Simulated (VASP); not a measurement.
A run of VASP 6.6.1 is set up as follows.

INCAR

```
ALGO = Normal
EDIFF = 1E-7
ENCUT = 520
ISIF = 2
ISMEAR = 0
LASPH = True
LCHARG = False
LREAL = False
LWAVE = False
NBANDS = 16
NELM = 60
PREC = Accurate
SIGMA = 0.01
```

KPOINTS

```
k-points
0
Gamma
  9 9 6
```

Contents of POSCAR:

```
AlN
1.0
    3.1135756528      0.0000000000      0.0000000000
   -1.5567878264      2.6964356119      0.0000000000
    0.0000000000      0.0000000000      4.9831268775
Al N
2 2
Direct
    0.3333333333      0.6666666667     -0.0265533953
    0.6666666667      0.3333333333      0.4734466047
    0.3333333333      0.6666666667      0.4085533953
    0.6666666667      0.3333333333      0.9085533953
```

Potentials or basis: VASP PAW LDA potentials, release 64 (Al, N).

Command:

```bash
$ cat potpaw_LDA.64/Al/POTCAR potpaw_LDA.64/N/POTCAR > POTCAR
$ mpirun -np 1 vasp_std > vasp.out
```

Problem. What does it give for the band gap on the k mesh?

Solution. 3.36 eV, direct.

Problem. Estimate the pressure.

Solution. -0.4 GPa.

Problem. Predict the largest force.

Solution. 1.355 eV/Å.

Forces in eV/Å, atoms in the order of the input:
```
Al   0.000  0.000  1.355
Al   0.000  0.000  1.355
N    0.000  0.000 -1.355
N    0.000  0.000 -1.355
```

Caveat: forces of over 1 eV/Å act on the atoms, so gaps and moduli don't describe the material at rest.
